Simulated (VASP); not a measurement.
Here is a VASP 6.6.1 calculation.

File INCAR:

```
SYSTEM = Cu
PREC = Accurate
ENCUT = 520
EDIFF = 1E-6
ISMEAR = 0
SIGMA = 0.15
LREAL = .FALSE.
LASPH = .TRUE.
NELM = 80
ALGO = Fast
ISIF = 2
LWAVE = .FALSE.
LCHARG = .FALSE.
GGA = PS
NBANDS = 30
```

KPOINTS

```
regular mesh
0
G
  24 24 8
  0 0 0
```

POSCAR

```
Cu
1.0
    2.3712211067      0.0000000000      0.0000000000
   -1.1856105534      2.0535377164      0.0000000000
    0.0000000000      0.0000000000      9.2996057454
Cu
4
Direct
    0.0000000000      0.0000000000      0.0000000000
    0.3333333333      0.6666666667      0.2500000000
    0.0000000000      0.0000000000      0.5000000000
    0.6666666667      0.3333333333      0.7500000000
```

Potentials or basis: VASP PAW PBE potentials, release 64 (Cu).

The run is started by

```bash
$ cat potpaw_PBE.64/Cu/POTCAR > POTCAR
$ mpirun -np 1 vasp_std > vasp.out
```

(1) What does it give for the pressure?

(2) Estimate the band gap on the k mesh.

Answers

(1) 7.5 GPa.

(2) zero (bands 22 and 23 overlap by 6.43 eV).

Caveat: the stress differs along the axes, from -18 to 20 GPa; the PAW data sets were made with another functional, which shifts forces and pressure a little.
